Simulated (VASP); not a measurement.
Write the native input for VASP 6.6.1 that does the following.

```yaml
Task: relaxation of cell and atoms
Functional: PBEsol
Potentials_or_basis: VASP PAW PBE potentials, release 64 (Ca_sv)
Cutoff: 600 eV
k_mesh: 14 × 14 × 14
Occupations: gaussian, width 0.1 eV
Spin: no spin polarisation
Dipole_correction: no
Further_INCAR_settings: ALGO = Fast; EDIFF = 1e-06; IBRION = 2; EDIFFG = -0.005; NSW = 100; ISIF = 3
```

The structure of Ca lies in POSCAR:

```
Ca
1.0
    0.0000000000      2.7884079385      2.7884079385
    2.7884079385      0.0000000000      2.7884079385
    2.7884079385      2.7884079385      0.0000000000
Ca
1
Direct
    0.0000000000      0.0000000000      0.0000000000
```

These files were run (other wordings do the same):

INCAR

```
  ALGO = Fast
  EDIFF = 1E-6
  EDIFFG = -0.005
  ENCUT = 600
  GGA = PS
  IBRION = 2
  ISIF = 3
  ISMEAR = 0
  LASPH = T
  LCHARG = F
  LREAL = F
  LWAVE = F
  NELM = 60
  NSW = 100
  PREC = Accurate
  SIGMA = 0.1
```

KPOINTS

```
k-points
0
Gamma
  14 14 14
```

Potentials or basis: VASP PAW PBE potentials, release 64 (Ca_sv).

Launch:

```bash
$ cat potpaw_PBE.64/Ca_sv/POTCAR > POTCAR
$ mpirun -np 1 vasp_std > vasp.out
```

Results of the run:

```
Relaxed volume                        : 40.66 Å³/atom
Relaxed cell                          : a = 3.860 Å, b = 3.860 Å, c = 3.860 Å, α = 60.00°, β = 60.00°, γ = 60.00°
Space group after relaxing (to 0.1 Å) : Fm-3m (No. 225)
Energy gained by relaxing             : 9.2 meV/atom
Ionic steps                           : 4
Pressure after relaxing               : 0.0 GPa
Band gap on the k mesh                : zero (bands 5 and 6 overlap by 0.26 eV)
```

Caveat: the PAW data sets were made with another functional, which shifts forces and pressure a little.

It took 2.3 min on 1 thread of AMD EPYC 7R43 64-Core Processor (Zen 3), with other jobs on the host, peak memory 0.19 GiB.
